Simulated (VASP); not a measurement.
# CoSi2 (I4mm) in VASP: a series of runs, part 2 of 2

VASP 6.6.1. The steps go on from the part before.

### 3 Single point, PBEsol (atoms displaced along a vibrational mode, the cell strained)

Input file INCAR:

```
SYSTEM = CoSi2
  PREC = Accurate
  ENCUT = 520
  EDIFF = 1E-6
  ISMEAR = 0
  SIGMA = 0.15
  LREAL = .False.
  LASPH = .True.
  NELM = 100
  ALGO = Normal
  ISIF = 2
  LWAVE = .False.
  LCHARG = .False.
  GGA = PS
  NBANDS = 16
```

Input file KPOINTS:

```
regular mesh
0
Gamma
  14 14 14
  0 0 0
```

Input file POSCAR:

```
CoSi2
1.0
    0.0000000000      2.7007142727      2.7007142727
    2.7007142727      0.0000000000      2.7007142727
    2.7007142727      2.7007142727      0.0000000000
Co Si
1 2
Direct
    0.0120558520     -0.0120558520     -0.0120558520
    0.2373510795      0.2626489205      0.2626489205
    0.7373510795      0.7626489205      0.7626489205
```

Potentials or basis: VASP PAW PBE potentials, release 64 (Co, Si).

Command:

```sh
$ cat potpaw_PBE.64/Co/POTCAR potpaw_PBE.64/Si/POTCAR > POTCAR
$ mpirun -np 1 vasp_std > vasp.out
```

Run time: 96 s. Hardware: 1 thread of AMD EPYC 9R45 (Zen 5), shared host; peak memory 0.24 GiB.

It converged, with:

```
Free energy            : -20.8427 eV
Pressure               : -7.3 GPa
Largest force          : 1.379 eV/Å
Band gap on the k mesh : zero (an odd number of electrons rules out a gap without spin polarisation)
```

Forces on the atoms (eV/Å):
```
Co   1.379  0.000  0.000
Si  -0.690  0.000  0.000
Si  -0.690  0.000  0.000
```

Stress tensor (GPa, compression positive):
```
-7.71  0.00  0.00
 0.00 -7.09  0.00
 0.00  0.00 -7.09
```

Levels at points of the mesh, in eV from the Fermi level:
```tsv
k point	band 6	band 7	band 8	band 9	band 10	band 11	band 12	band 13
(0.00, 0.00, 0.00)	-1.85	0.50	3.03	3.03	3.37	3.45	3.66	3.66
(0.50, 0.00, 0.00)	-1.67	-1.61	-0.42	-0.38	2.41	3.33	3.49	4.10
(0.50, 0.50, 0.00)	-1.97	-1.91	-1.84	-1.31	1.45	2.84	8.50	9.33
(0.00, 0.50, 0.50)	-1.87	-1.87	-1.83	-1.33	1.44	2.83	8.60	9.30
```

Caveat: the cell differs from its parent crystal (atoms displaced along a vibrational mode, the cell strained); the cell stands under tension; the PAW data sets were made with another functional, which shifts forces and pressure a little; an odd number of electrons without spin polarisation forces a metal; a magnetic or distorted state may lie lower. Spin polarisation is off, so any magnetic state and its effect on volume and gap are missing.

### 4 Single point, PBEsol (atoms displaced along a vibrational mode, the cell strained)

Input file INCAR:

```
PREC     = Accurate       # precision mode
ENCUT    = 520            # plane-wave cutoff, eV
EDIFF    = 1E-6           # SCF threshold, eV
ISMEAR   = 0              # smearing method
SIGMA    = 0.15           # smearing width, eV
LREAL    = False          # projectors in reciprocal space
LASPH    = True           # aspherical terms in the spheres
NELM     = 80             # most SCF steps
ALGO     = Normal         # electronic algorithm
ISIF     = 2              # what is computed and relaxed
LWAVE    = False          # write WAVECAR
LCHARG   = False          # write CHGCAR
GGA      = PS             # functional
NBANDS   = 16             # bands
```

Input file KPOINTS:

```
Automatic mesh
0
Gamma
  14 14 14
```

Input file POSCAR:

```
CoSi2
1.0
    0.0000000000      2.7007142727      2.7007142727
    2.7007142727      0.0000000000      2.7007142727
    2.7007142727      2.7007142727      0.0000000000
Co Si
1 2
Direct
    0.0160744693     -0.0160744693     -0.0160744693
    0.2331347727      0.2668652273      0.2668652273
    0.7331347727      0.7668652273      0.7668652273
```

Potentials or basis: VASP PAW PBE potentials, release 64 (Co, Si).

Command:

```sh
$ cat potpaw_PBE.64/Co/POTCAR potpaw_PBE.64/Si/POTCAR > POTCAR
$ mpirun -np 1 vasp_std > vasp.out
```

OUTCAR:

```text
PREC = Accurate
   ENCUT = 520
   EDIFF = 1E-6
   ISMEAR = 0
   LREAL = False
   LASPH = True
   NELM = 80
   ISIF = 2
   GGA = PS

 ion  position               nearest neighbor table
   1  0.016  0.984  0.984-   3 2.24   3 2.24   2 2.24   2 2.24   3 2.45   3 2.45   2 2.45   2 2.45

   2  0.233  0.267  0.267-   1 2.24   1 2.24   1 2.45   1 2.45   3 2.70   3 2.70   3 2.70   3 2.70
                             3 2.70   3 2.70
   3  0.733  0.767  0.767-   1 2.24   1 2.24   1 2.45   1 2.45   2 2.70   2 2.70   2 2.70   2 2.70
                             2 2.70   2 2.70

[... 653 lines left out ...]
  Direction    XX          YY          ZZ          XY          YZ          ZX
  --------------------------------------------------------------------------------------
  -------------------------------------------------------------------------------------
  Total       -1.7234156     -1.4467199     -1.4467199      0.0000000      0.0000000      0.0000000
  in kB      -70.0865494    -58.8341003    -58.8341003      0.0000000      0.0000000      0.0000000
  external PRESSURE =     -62.5849167 kB  Pullay stress =       0.0000000 kB

 VOLUME and BASIS-vectors are now :
 -----------------------------------------------------------------------------
  energy-cutoff  :      520.00
  volume of cell :       39.40
      direct lattice vectors                 reciprocal lattice vectors
     0.000000000  2.700714273  2.700714273    -0.185136208  0.185136208  0.185136208
     2.700714273  0.000000000  2.700714273     0.185136208 -0.185136208  0.185136208
     2.700714273  2.700714273  0.000000000     0.185136208  0.185136208 -0.185136208

 POSITION                                       TOTAL-FORCE (eV/Angst)
 -----------------------------------------------------------------------------------
      5.31460      2.70071      2.70071         1.840069      0.000000      0.000000
      1.44145      1.35036      1.35036        -0.920035     -0.000000     -0.000000
      4.14217      4.05107      4.05107        -0.920035      0.000000      0.000000
 -----------------------------------------------------------------------------------
    total drift:                                0.000344     -0.000002     -0.000001

  FREE ENERGIE OF THE ION-ELECTRON SYSTEM (eV)
  ---------------------------------------------------
  free  energy   TOTEN  =       -20.7711593003 eV

  energy  without entropy=      -20.7586560783  energy(sigma->0) =      -20.76490769
```

Run time: 94 s. Hardware: 1 thread of AMD EPYC 9R45 (Zen 5), shared host; peak memory 0.24 GiB.

Results:

```yaml
Free_energy: -20.7712 eV
Pressure: -6.3 GPa
Largest_force: 1.840 eV/Å
Band_gap_on_the_k_mesh: zero (an odd number of electrons rules out a gap without spin polarisation)
```

Forces in eV/Å, atoms in the order of the input:
```
Co   1.840  0.000  0.000
Si  -0.920  0.000  0.000
Si  -0.920  0.000  0.000
```

Stress tensor (GPa, compression positive):
```
-7.01  0.00  0.00
 0.00 -5.88  0.00
 0.00  0.00 -5.88
```

Levels at points of the mesh, in eV from the Fermi level:
```
           k point  band 6  band 7  band 8  band 9  band 10  band 11  band 12  band 13
(0.00, 0.00, 0.00)   -1.87    0.47    2.90    2.90     3.41     3.48     3.75     3.75
(0.50, 0.00, 0.00)   -1.73   -1.63   -0.40   -0.33     2.31     3.32     3.57     4.08
(0.50, 0.50, 0.00)   -2.02   -1.91   -1.83   -1.33     1.43     2.82     8.46     9.33
(0.00, 0.50, 0.50)   -1.85   -1.85   -1.81   -1.37     1.41     2.80     8.63     9.27
```

Caveat: the cell differs from its parent crystal (atoms displaced along a vibrational mode, the cell strained); the cell stands under tension; the PAW data sets were made with another functional, which shifts forces and pressure a little; an odd number of electrons without spin polarisation forces a metal; a magnetic or distorted state may lie lower. Spin polarisation is off, so any magnetic state and its effect on volume and gap are missing.

### 5 The runs side by side

```tsv
cell	gap on the mesh (eV)	pressure (GPa)	largest force (eV/Å)
a = 3.788 Å, angles 60.0°, 3 atoms, atomic positions A	none	-2.0	2.02
a = 3.819 Å, angles 60.0°, 3 atoms, atomic positions B	none	-7.3	1.38
a = 3.819 Å, angles 60.0°, 3 atoms, atomic positions A	none	-6.3	1.84
```

Alike in all rows: task single point; level PBEsol; potentials or basis VASP PAW PBE potentials, release 64 (Co, Si); no spin polarisation; k mesh 14 × 14 × 14; cutoff (eV) 520; smearing gaussian 0.15 eV.

Caveats: the PAW data sets were made with another functional, which shifts forces and pressure a little; an odd number of electrons without spin polarisation forces a metal; a magnetic or distorted state may lie lower; the cell stands under tension (at least some runs).

Total energies depend on the potentials used, so only differences within one code and one set of settings carry meaning.
